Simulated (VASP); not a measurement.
Write the native input for VASP 6.6.1 that does the following.

| Property | Result |
| --- | --- |
| Task | electric field gradients |
| Functional | LDA |
| Potentials or basis | VASP PAW LDA potentials, release 64 (Ti_sv, C) |
| Cutoff | 520 eV |
| k mesh | 18 × 18 × 18 |
| Occupations | fermi-dirac, width 0.05 eV |
| Spin | no spin polarisation |
| Dipole correction | no |
| Further INCAR settings | ALGO = Normal; EDIFF = 1e-08; NBANDS = 15 |

The structure of TiC (Khamrabaevite) lies in POSCAR:

```
TiC
1.0
    0.0000000000      2.1640000000      2.1640000000
    2.1640000000      0.0000000000      2.1640000000
    2.1640000000      2.1640000000      0.0000000000
Ti C
1 1
Direct
    0.0000000000      0.0000000000      0.0000000000
    0.5000000000      0.5000000000      0.5000000000
```

The input as run:

INCAR

```
SYSTEM = TiC
PREC     = Accurate       ! precision mode
ENCUT    = 520            ! plane-wave cutoff, eV
EDIFF    = 1E-8           ! SCF threshold, eV
ISMEAR   = -1             ! smearing method
SIGMA    = 0.05           ! smearing width, eV
LREAL    = .FALSE.        ! projectors in reciprocal space
LASPH    = .TRUE.         ! aspherical terms in the spheres
NELM     = 80             ! most SCF steps
ALGO     = Normal         ! electronic algorithm
ISIF     = 2              ! what is computed and relaxed
LWAVE    = .FALSE.        ! write WAVECAR
LCHARG   = .FALSE.        ! write CHGCAR
GGA      = CA             ! functional
LEFG     = .TRUE.       
NBANDS   = 15             ! bands
```

KPOINTS

```
Automatic mesh
0
G
  18 18 18
  0 0 0
```

Potentials or basis: VASP PAW LDA potentials, release 64 (Ti_sv, C).

Run with:

```console
$ cat potpaw_LDA.64/Ti_sv/POTCAR potpaw_LDA.64/C/POTCAR > POTCAR
$ mpirun -np 1 vasp_std > vasp.out
```

Results of the run:

- Pressure: -11.4 GPa
- Band gap on the k mesh: zero (band 8 reaches 9.89 eV, above the bottom of band 9 at 8.85 eV)

Caveat: without QUAD_EFG the Cq values of the log hold for a quadrupole moment of 1 mb, not for the nuclei.

Run time: 40 s on 1 thread of Intel Xeon 6975P-C, on a shared host, peak memory 0.17 GiB.
